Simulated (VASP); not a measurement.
# MgH8Cl2O4 in VASP: a series of runs

The runs below take MgH8Cl2O4 through single point, with PBE.

All numbers are computed with VASP 6.6.1; they aren't measurements. Logs are shortened: lines on timing, memory, paths and dates and some standing lists are left out, and cuts for length are marked.

## Step 1: The cell of the first run

The cell holds an amorphous packing of atoms, 15 atoms: a = 5.893 Å, b = 5.893 Å, c = 5.893 Å, α = 90.00°, β = 90.00°, γ = 90.00°.

## Step 2: Single point, PBE

INCAR reads:

```
SYSTEM = MgH8Cl2O4
PREC     = Accurate       ! precision mode
ENCUT    = 520            ! plane-wave cutoff, eV
EDIFF    = 1E-6           ! SCF threshold, eV
ISMEAR   = -1             ! smearing method
SIGMA    = 0.05           ! smearing width, eV
LREAL    = .FALSE.        ! projectors in reciprocal space
LASPH    = .TRUE.         ! aspherical terms in the spheres
NELM     = 120            ! most SCF steps
ALGO     = Normal         ! electronic algorithm
ISIF     = 2              ! what is computed and relaxed
LWAVE    = .FALSE.        ! write WAVECAR
LCHARG   = .FALSE.        ! write CHGCAR
GGA      = PE             ! functional
NBANDS   = 37             ! bands
GGA_COMPAT= .FALSE.
```

KPOINTS reads:

```
regular mesh
0
G
  1 1 1
  0 0 0
```

POSCAR reads:

```
MgH8Cl2O4
1.0
    5.8925310000      0.0000000000      0.0000000000
    0.0000000000      5.8925310000      0.0000000000
    0.0000000000      0.0000000000      5.8925310000
O H Mg Cl
4 8 1 2
Direct
    0.6301706347      0.7640519838      0.4546433443
    0.7408700947      0.1340171142      0.2037155172
    0.2515217994      0.6379771273      0.1911233051
   -0.0023589184      0.9372542970      0.5857754503
    0.5384952578      0.8771782448      0.5327761534
    0.7863683704      0.8203605547      0.4958480490
    0.8002673215      0.1257524144      0.0563934241
    0.6794194210     -0.0206532643      0.2373004062
    0.2766722823      0.8028129169      0.1728798711
    0.0901140783      0.5944474454      0.1019765530
    0.1279416264      1.0353785156      0.5332004193
    0.0774030718      0.7920874748      0.6371116249
    0.5759494519      0.4924030098      0.2820350033
    0.4080589478      0.2210255661      0.5606079968
    0.8283537244      0.5422627391      0.9530200181
```

Potentials or basis: VASP PAW PBE potentials, release 64 (O, H, Mg, Cl).

Run with:

```bash
> cat potpaw_PBE.64/O/POTCAR potpaw_PBE.64/H/POTCAR potpaw_PBE.64/Mg/POTCAR potpaw_PBE.64/Cl/POTCAR > POTCAR
> mpirun -np 1 vasp_gam > vasp.out
```

OUTCAR:

```text
SYSTEM = MgH8Cl2O4
   PREC = Accurate
   ENCUT = 520
   EDIFF = 1E-6
   ISMEAR = -1
   LREAL = .FALSE.
   LASPH = .TRUE.
   NELM = 120
   ISIF = 2
   GGA = PE

 ion  position               nearest neighbor table
   1  0.630  0.764  0.455-   5 0.97   6 1.01  13 1.92
   2  0.741  0.134  0.204-   7 0.94   8 1.00  13 2.37
   3  0.252  0.638  0.191-   9 0.99  10 1.12  13 2.16
   4  0.998  0.937  0.586-  11 1.01  12 1.02
   5  0.538  0.877  0.533-   1 0.97
   6  0.786  0.820  0.496-   1 1.01
   7  0.800  0.126  0.056-   2 0.94
   8  0.679  0.979  0.237-   2 1.00
   9  0.277  0.803  0.173-   3 0.99
  10  0.090  0.594  0.102-   3 1.12
  11  0.128  0.035  0.533-   4 1.01
  12  0.077  0.792  0.637-   4 1.02
  13  0.576  0.492  0.282-   1 1.92   3 2.16   2 2.37  15 2.46  14 2.50
  14  0.408  0.221  0.561-  13 2.50
  15  0.828  0.542  0.953-  13 2.46

  LATTYP: Found a simple cubic cell.
 ALAT       =     5.8925310000

  Lattice vectors:

 A1 = (   5.8925310000,   0.0000000000,   0.0000000000)
 A2 = (   0.0000000000,   5.8925310000,   0.0000000000)
 A3 = (   0.0000000000,   0.0000000000,   5.8925310000)

Analysis of symmetry for initial positions (statically):
=====================================================================
 Subroutine PRICEL returns:
 Original cell was already a primitive cell.

 Routine SETGRP: Setting up the symmetry group for a
 simple cubic supercell.

 Subroutine GETGRP returns: Found  1 space group operations
 (whereof  1 operations were pure point group operations)
 out of a pool of 48 trial point group operations.

The static configuration has the point symmetry C_1 .

Analysis of symmetry for dynamics (positions and initial velocities):
=====================================================================
 Subroutine PRICEL returns:
 Original cell was already a primitive cell.

 Routine SETGRP: Setting up the symmetry group for a
 simple cubic supercell.

 Subroutine GETGRP returns: Found  1 space group operations
 (whereof  1 operations were pure point group operations)
 out of a pool of 48 trial point group operations.

The dynamic configuration has the point symmetry C_1 .

 Subroutine INISYM returns: Found  1 space group operations
[... 109 lines left out ...]
   PSTRESS=    0.0 pullay stress
   NELECT =      48.0000    total number of electrons
   NUPDOWN=      -1.0000    fix difference up-down
   EMIN   =  10.00;   EMAX   =-10.00  energy-range for DOS
   EFERMI =   0.00;   METHOD = LEGACY
   ISMEAR =    -1;   SIGMA  =   0.05  broadening in eV -4-tet -1-fermi 0-gaus
   EFERMI_NEDOS =   21; number of points for ismear=-14 and -15
   IALGO  =     38    algorithm
   IMIX   =      4    mixing-type and parameters
     AMIX     =   0.40;   BMIX     =  1.00
     AMIX_MAG =   1.60;   BMIX_MAG =  1.00
  volume/ion in A,a.u.               =      13.64        92.05
  Fermi-wavevector in a.u.,A,eV,Ry     =   1.009687  1.908031 13.870698  1.019468
  Thomas-Fermi vector in A             =   2.142630
   LORBIT       =      0    0 simple, 1 ext, 2 COOP (PROOUT), +10 PAW based schemes
   GGA     = PE    functional components
   LHFCALC =     F    Hartree Fock is set to
   AEXX    =    0.0000 exact exchange contribution
   IVDW    =     0    specifies the selected vdW correction
   LEPSILON=     F    determine dielectric tensor
   LRPA    =     F    only Hartree local field effects (RPA)
 non-spin polarized calculation
  energy-cutoff  :      520.00
  volume of cell :      204.60
 maximum number of plane-waves:      2749
 NGX is ok and might be reduce to    42
   NGX = 21   NGY = 21   NGZ = 21

 number of electron      48.0000001 magnetization

 Free energy of the ion-electron system (eV)
  ---------------------------------------------------
  ext. energy  EPLUGINS =         0.00000000
  ---------------------------------------------------
  free energy    TOTEN  =       -68.27236463 eV

  energy without entropy =      -68.27236463  energy(sigma->0) =      -68.27236463

 E-fermi :  -1.1040     XC(G=0):  -7.0062

 val. band max:       -2.3646333908   @ k =   0.0000   0.0000   0.0000
 cond. band min:       1.9339330462   @ k =   0.0000   0.0000   0.0000
 fundamental gap:      4.2985664370
 Fermi energy:        -1.1039778288

 k-point     1 :       0.0000    0.0000    0.0000
  band No.  band energies     occupation
      1     -22.3140      2.00000
      2     -21.4303      2.00000
      3     -20.8813      2.00000
      4     -20.8355      2.00000
      5     -15.0060      2.00000
      6     -14.6075      2.00000
[... 28 lines left out ...]
     35       8.2685      0.00000
     36       8.5594      0.00000
 [bands above 36 left out]

------------------------ aborting loop because EDIFF is reached ----------------------------------------

  FORCE on cell =-STRESS in cart. coord.  units (eV):
  Direction    XX          YY          ZZ          XY          YZ          ZX
  --------------------------------------------------------------------------------------
  -------------------------------------------------------------------------------------
  Total       -0.2704608     -2.5395151      3.2375978      0.9851724      0.1925779     -1.3434678
  in kB       -2.1179188    -19.8863811     25.3529119      7.7146674      1.5080352    -10.5203990
  external PRESSURE =       1.1162040 kB  Pullay stress =       0.0000000 kB

 VOLUME and BASIS-vectors are now :
 -----------------------------------------------------------------------------
  energy-cutoff  :      520.00
  volume of cell :      204.60
      direct lattice vectors                 reciprocal lattice vectors
     5.892531000  0.000000000  0.000000000     0.169706362  0.000000000  0.000000000
     0.000000000  5.892531000  0.000000000     0.000000000  0.169706362  0.000000000
     0.000000000  0.000000000  5.892531000     0.000000000  0.000000000  0.169706362

 POSITION                                       TOTAL-FORCE (eV/Angst)
 -----------------------------------------------------------------------------------
      3.71330      4.50220      2.67900         0.405913     -0.271391     -0.334160
      4.36560      0.78970      1.20040        -1.309488     -0.384823      1.596579
      1.48210      3.75930      1.12620        -0.611792      0.073455     -0.576487
      5.87863      5.52280      3.45170         1.421270     -1.861911      0.709798
      3.17310      5.16880      3.13940        -0.768051      0.520102      0.255720
      4.63370      4.83400      2.92180         0.657471      0.257851      0.129446
      4.71560      0.74100      0.33230         0.880101      0.117369     -2.088090
      4.00350      5.77083      1.39830         0.332491      1.005342      0.086185
      1.63030      4.73060      1.01870        -0.454364     -0.717794     -0.046864
      0.53100      3.50280      0.60090         1.736122      0.532733      0.805610
      0.75390      0.20847      3.14190        -0.564555     -0.032162      0.179970
      0.45610      4.66740      3.75420        -0.832879      1.603749     -0.310923
      3.39380      2.90150      1.66190        -0.780674     -1.463863     -0.475952
      2.40450      1.30240      3.30340        -0.046690      0.363178      0.027702
      4.88110      3.19530      5.61570        -0.064876      0.258164      0.041467
 -----------------------------------------------------------------------------------
    total drift:                               -0.000093     -0.000253     -0.000179

  FREE ENERGIE OF THE ION-ELECTRON SYSTEM (eV)
  ---------------------------------------------------
  free  energy   TOTEN  =       -68.2723646280 eV

  energy  without entropy=      -68.2723646280  energy(sigma->0) =      -68.27236463
```

OSZICAR:

```text
N       E                     dE             d eps       ncg     rms          rms(c)
DAV:   1     0.437300256526E+03    0.43730E+03   -0.24642E+04    74   0.117E+03
DAV:   2    -0.281277040562E+02   -0.46543E+03   -0.42919E+03   111   0.278E+02
DAV:   3    -0.739273541031E+02   -0.45800E+02   -0.45471E+02    92   0.954E+01
DAV:   4    -0.747300693139E+02   -0.80272E+00   -0.80125E+00    92   0.141E+01
DAV:   5    -0.747428032595E+02   -0.12734E-01   -0.12732E-01    92   0.175E+00    0.153E+01
DAV:   6    -0.684183974096E+02    0.63244E+01   -0.20299E+01    92   0.220E+01    0.635E+00
DAV:   7    -0.682986092954E+02    0.11979E+00   -0.85987E-01    84   0.443E+00    0.405E+00
DAV:   8    -0.682696616551E+02    0.28948E-01   -0.27717E-01    92   0.298E+00    0.736E-01
DAV:   9    -0.682684865913E+02    0.11751E-02   -0.25694E-02   100   0.103E+00    0.301E-01
DAV:  10    -0.682718800560E+02   -0.33935E-02   -0.88905E-03    84   0.467E-01    0.156E-01
DAV:  11    -0.682721875187E+02   -0.30746E-03   -0.34177E-04    92   0.132E-01    0.941E-02
DAV:  12    -0.682723947590E+02   -0.20724E-03   -0.71168E-04    84   0.168E-01    0.318E-02
DAV:  13    -0.682723692969E+02    0.25462E-04   -0.95727E-05    84   0.709E-02    0.155E-02
DAV:  14    -0.682723665423E+02    0.27546E-05   -0.26375E-05    84   0.268E-02    0.791E-03
DAV:  15    -0.682723654332E+02    0.11091E-05   -0.70189E-06    84   0.202E-02    0.541E-03
DAV:  16    -0.682723646280E+02    0.80516E-06   -0.19562E-06    68   0.103E-02
   1 F= -.68272365E+02 E0= -.68272365E+02  d E =-.312097E-10
```

stdout:

```text
POSCAR found type information on POSCAR O H MgCl
 POSCAR found :  4 types and      15 ions
 scaLAPACK will be used
 LDA part: xc-table for (Slater+PW92), standard interpolation
 POSCAR, INCAR and KPOINTS ok, starting setup
 FFT: planning ... GRIDC
 FFT: planning ... GRID_SOFT
 FFT: planning ... GRID
 WAVECAR not read
 entering main loop
```

It took 14 s on 1 thread of AMD EPYC 9R45 (Zen 5), shared host; peak memory 0.27 GiB.

What came out:

```yaml
Free_energy: -68.2724 eV
Pressure: 0.1 GPa
Largest_force: 2.448 eV/Å
Band_gap_on_the_k_mesh: 4.30 eV
```

Forces in eV/Å, atoms in the order of the input:
```
O    0.406 -0.271 -0.334
O   -1.309 -0.385  1.597
O   -0.612  0.073 -0.576
O    1.421 -1.862  0.710
H   -0.768  0.520  0.256
H    0.657  0.258  0.129
H    0.880  0.117 -2.088
H    0.332  1.005  0.086
H   -0.454 -0.718 -0.047
H    1.736  0.533  0.806
H   -0.565 -0.032  0.180
H   -0.833  1.604 -0.311
Mg  -0.781 -1.464 -0.476
Cl  -0.047  0.363  0.028
Cl  -0.065  0.258  0.041
```

Caveat: the k points lie up to 1.07 Å⁻¹ apart.

(Part 1 of 2 ends here.)
